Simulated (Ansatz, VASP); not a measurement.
MgI2 in VASP and in Ansatz

Contents of INCAR:

```
  PREC = Accurate
  ENCUT = 520
  EDIFF = 1E-8
  ISMEAR = -1
  SIGMA = 0.03
  LREAL = F
  LASPH = T
  NELM = 100
  ALGO = Normal
  ISIF = 2
  LWAVE = F
  LCHARG = F
  GGA = PS
  LEFG = T
  NBANDS = 15
```

Contents of KPOINTS:

```
Automatic mesh
0
Gamma
  7 7 4
```

File POSCAR:

```
MgI2
1.0
    4.1537001214     -0.0415370012     -0.0415370012
   -2.1128221589      3.6179783254     -0.0152035976
   -0.0686200000     -0.0686200000      6.8620000000
Mg I
1 2
Direct
    0.0000000000      0.0000000000      0.0000000000
    0.3333333333      0.6666666667      0.7576300000
    0.6666666667      0.3333333333      0.2423700000
```

Input for Ansatz:

```yaml
crystal:
  lattice:
    - [4.1537001214, -0.0415370012, -0.0415370012]
    - [-2.1128221589, 3.6179783254, -0.0152035976]
    - [-0.06862, -0.06862, 6.862]
  atoms:
    - { symbol: Mg, position: [0.0, 0.0, 0.0] }
    - { symbol: I, position: [0.3333333333, 0.6666666667, 0.75763] }
    - { symbol: I, position: [0.6666666667, 0.3333333333, 0.24237] }
kpoints:
  mp_grid: { grid: [7, 7, 4] }
scf:
  occupations: { method: fermi_dirac, width: 0.03 }
hamiltonian:
  xc: pbesol
  pseudopotentials: { kind: all_electron, datasets: crystal }
output:
  forces: true
  stress: true
  eigenvalues: true
  efg: { contact_densities: true }
```

Change from the starting cell: equal xy, yz and zx shear strains of -2 %, crystal datasets.

Alike in both runs: task electric field gradients; functional PBEsol; k mesh 7 × 7 × 4; occupations fermi-dirac, width 0.03 eV; no spin polarisation.

|  | VASP | Ansatz |
| --- | --- | --- |
| version | VASP 6.6.1 | Ansatz 0.2.0 |
| potentials or method | VASP PAW PBE potentials, release 64 (Mg, I), cutoff 520 eV | all-electron PAW with datasets made for the crystal, scalar-relativistic |

```csv
,VASP,Ansatz,Ansatz less VASP
gap on the k mesh at the Fermi level (eV),3.43,3.44,+0.016
pressure (GPa),-0.1,-0.1,+0.02
"traceless stress, the component that is largest in VASP (GPa)",0.39,0.39,0.000
rms of the force components (eV/Å),0.043,0.042,-0.0005
size of Vzz on the site where it differs most (V/Å²),49.6,51.2,+1.63
```

VASP's potentials were made for PBE, not for PBEsol. Atom by atom the forces differ by 0.001 eV/Å (rms over components). Ansatz ran all-electron here, and VASP with PAW potentials.

Spin-orbit coupling is off throughout.
